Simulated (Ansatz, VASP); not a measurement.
HfB2, level by level in two programs

```xyz
3
Lattice="3.1400 0.0000 0.0000 -1.5700 2.7193 0.0000 0.0000 0.0000 3.4800" Properties=species:S:1:pos:R:3 pbc="T T T"
Hf    0.0000    0.0000    0.0000
B     1.5700    0.9064    1.7400
B     0.0000    1.8129    1.7400
```

Single points on this cell with VASP 6.6.1 and Ansatz 0.2.0. Each row is one pair of runs. Alike in all rows: spin: off; VASP's potentials, cutoff: VASP PAW PBE potentials, release 64 (Hf_pv, B), 520 eV.

| level | k mesh | smearing | Ansatz's potentials, cutoff | gap on the k mesh at the Fermi level (eV), VASP | gap on the k mesh at the Fermi level (eV), Ansatz | pressure (GPa), VASP | pressure (GPa), Ansatz |
| --- | --- | --- | --- | --- | --- | --- | --- |
| PBE0 | 5 × 5 × 4 | fermi-dirac, width 0.05 eV | Ansatz PAW, 420 eV | none | none | -3.3 | -1.0 |
| PBEsol-based global hybrid | 5 × 5 × 4 | fermi-dirac, width 0.05 eV | Ansatz PAW, 420 eV | none | none | -7.2 | -5.0 |
| B3LYP | 5 × 5 × 4 | fermi-dirac, width 0.05 eV | Ansatz PAW, 420 eV | none | none | 2.8 | 4.1 |
| r2SCAN0 | 5 × 5 × 4 | fermi-dirac, width 0.05 eV | Ansatz PAW, 500 eV | none | none | -4.4 | -1.8 |
| PBE | 10 × 10 × 8 | gaussian, width 0.026 eV | Ansatz PAW, 420 eV | none | ? | 1.0 | ? |
| PBE | 10 × 10 × 8 | gaussian, width 0.027 eV | Ansatz PAW, 420 eV | none | none | 1.0 | 1.4 |
| PBE | 10 × 10 × 8 | gaussian, width 0.028 eV | Ansatz PAW, 420 eV | none | none | 1.0 | 1.4 |
| r2SCANh | 5 × 5 × 4 | fermi-dirac, width 0.05 eV | Ansatz PAW, 500 eV | none | none | -2.4 | -1.0 |

Fill in what Ansatz gave in row 5.

gap on the k mesh at the Fermi level (eV): none; pressure (GPa): 1.4.

VASP's potentials hold 16 valence electrons a cell and Ansatz's 32, so a difference there can come from the potentials and not from the codes.

A gap of «none» marks a metal or a gap that the smearing closes.

The k mesh is coarse in some rows, so the values compare programs but aren't converged. Spin-orbit coupling is off throughout.
